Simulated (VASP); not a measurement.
**Pb: elastic constants with PBEsol**

The system is Pb.

```xyz
1
Lattice="0.0000 2.4363 2.4363 2.4363 0.0000 2.4363 2.4363 2.4363 0.0000" Properties=species:S:1:pos:R:3 pbc="T T T"
Pb    0.0000    0.0000    0.0000
```

| Item | Value |
| --- | --- |
| Program | VASP 6.6.1 |
| Task | elastic constants |
| Functional | PBEsol |
| Potentials or basis | VASP PAW PBE potentials, release 64 (Pb_d) |
| Cutoff | 600 eV |
| k mesh | 20 × 20 × 20 |
| Occupations | fermi-dirac, width 0.1 eV |
| Spin | no spin polarisation |
| Dipole correction | no |
| Ions in elastic constants | relaxed |
| Further INCAR settings | ALGO = Normal; EDIFF = 1e-08; IBRION = 6; POTIM = 0.015; NSW = 1; ISIF = 3 |

The elastic constants C11, C12, C44 are 63, 51, 22 GPa and the voigt bulk modulus is 55 GPa.

Elastic tensor in Voigt notation (GPa, in the Cartesian axes of the cell as first typed):
```
63 51 51  0  0  0
51 63 51  0  0  0
51 51 63  0  0  0
 0  0  0 22  0  0
 0  0  0  0 22  0
 0  0  0  0  0 22
```

Clamped-ion elastic tensor (GPa):
```
63 51 51  0  0  0
51 63 51  0  0  0
51 51 63  0  0  0
 0  0  0 22  0  0
 0  0  0  0 22  0
 0  0  0  0  0 22
```

Run time: 32 min on 1 thread of Intel(R) Xeon(R) 6975P-C (Granite Rapids), with other jobs on the host, peak memory 1.3 GiB.

Caveat: the cell is under stress, which shifts elastic constants; the PAW data sets were made with another functional, which shifts forces and pressure a little.
